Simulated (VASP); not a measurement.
A run of VASP 6.6.1 is set up as follows.

Contents of POSCAR:

```
Lu
1.0
    0.0000000000      2.4417060749      2.4417060749
    2.4417060749      0.0000000000      2.4417060749
    2.4417060749      2.4417060749      0.0000000000
Lu
1
Direct
    0.0000000000      0.0000000000      0.0000000000
```

File INCAR.step1:

```
SYSTEM = Lu
  PREC = Accurate
  ENCUT = 520
  ISMEAR = 0
  SIGMA = 0.05
  LREAL = .FALSE.
  LASPH = .TRUE.
  NELM = 100
  NBANDS = 18
  GGA = PE
  ALGO = Normal
  EDIFF = 1E-4
  LWAVE = .TRUE.
  LCHARG = .FALSE.
```

The input INCAR.step2:

```
SYSTEM = Lu
  PREC = Accurate
  ENCUT = 520
  EDIFF = 1E-6
  ISMEAR = 0
  SIGMA = 0.05
  LREAL = .FALSE.
  LASPH = .TRUE.
  NELM = 100
  ALGO = Normal
  ISIF = 2
  LWAVE = .FALSE.
  LCHARG = .FALSE.
  METAGGA = R2SCAN
  LMIXTAU = .TRUE.
  NBANDS = 18
  ISTART = 1
```

The input KPOINTS:

```
regular mesh
0
G
  16 16 16
  0 0 0
```

Potentials or basis: VASP PAW PBE potentials, release 64 (Lu).

Launch:

```sh
$ cat potpaw_PBE.64/Lu/POTCAR > POTCAR
$ cp INCAR.step1 INCAR
$ mpirun -np 1 vasp_std > vasp.out
$ cp INCAR.step2 INCAR
$ mpirun -np 1 vasp_std > vasp.out
```

Predict the band gap on the k mesh.

zero (an odd number of electrons rules out a gap without spin polarisation).

Predict the pressure.

0.3 GPa.

Caveat: the PAW data sets were made with another functional, which shifts forces and pressure a little; spin-orbit coupling is left out, which moves the levels of the heavy elements.
